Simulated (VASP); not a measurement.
Set up this calculation in VASP 6.6.1, as the native input.

```
Task                   : single point
Functional             : PBE
Potentials or basis    : VASP PAW PBE potentials, release 64 (Si, Br)
Cutoff                 : 520 eV
k mesh                 : 4 × 4 × 4
Occupations            : gaussian, width 0.1 eV
Spin                   : no spin polarisation
Dipole correction      : no
Further INCAR settings : ALGO = Normal; EDIFF = 1e-07; NBANDS = 26
```

The structure of Si5Br2 lies in POSCAR:

```
Si5Br2
1.0
    4.5165554300      0.0000000000      0.0000000000
    0.0000000000      4.5165554300      0.0000000000
    0.0000000000      0.0000000000      6.8565962700
Si Br
5 2
Direct
    0.0000000000      0.5000000000      0.0000000000
    0.5000000000      0.0000000000      0.0000000000
    0.0000000000      0.0000000000      0.1703036900
    0.0000000000      0.0000000000      0.8296963100
    0.5000000000      0.5000000000      0.5000000000
    0.5000000000      0.5000000000      0.7069827800
    0.5000000000      0.5000000000      0.2930172200
```

The cell was built from a structure type or drawn by symmetry, and may not be a known phase.

These files were run (other wordings do the same):

INCAR

```
SYSTEM = Si5Br2
PREC     = Accurate       ! precision mode
ENCUT    = 520            ! plane-wave cutoff, eV
EDIFF    = 1E-7           ! SCF threshold, eV
ISMEAR   = 0              ! smearing method
SIGMA    = 0.1            ! smearing width, eV
LREAL    = .FALSE.        ! projectors in reciprocal space
LASPH    = .TRUE.         ! aspherical terms in the spheres
NELM     = 60             ! most SCF steps
ALGO     = Normal         ! electronic algorithm
ISIF     = 2              ! what is computed and relaxed
LWAVE    = .FALSE.        ! write WAVECAR
LCHARG   = .FALSE.        ! write CHGCAR
GGA      = PE             ! functional
NBANDS   = 26             ! bands
```

KPOINTS

```
regular mesh
0
G
  4 4 4
  0 0 0
```

Potentials or basis: VASP PAW PBE potentials, release 64 (Si, Br).

The run is started by

```console
$ cat potpaw_PBE.64/Si/POTCAR potpaw_PBE.64/Br/POTCAR > POTCAR
$ mpirun -np 1 vasp_std > vasp.out
```

Results of the run:

- Pressure: 91.6 GPa
- Largest force: 76.243 eV/Å
- Band gap on the k mesh: zero (bands 17 and 18 overlap by 2.24 eV)

Caveat: atoms lie so close that the PAW spheres overlap strongly, which falsifies energies and pressures; the cell stands under pressure; forces of over 1 eV/Å act on the atoms, so gaps and moduli don't describe the material at rest.

It took 2.4 min on 1 thread of Oxide Virtual Turin-like Processor, on a shared host, peak memory 0.23 GiB.
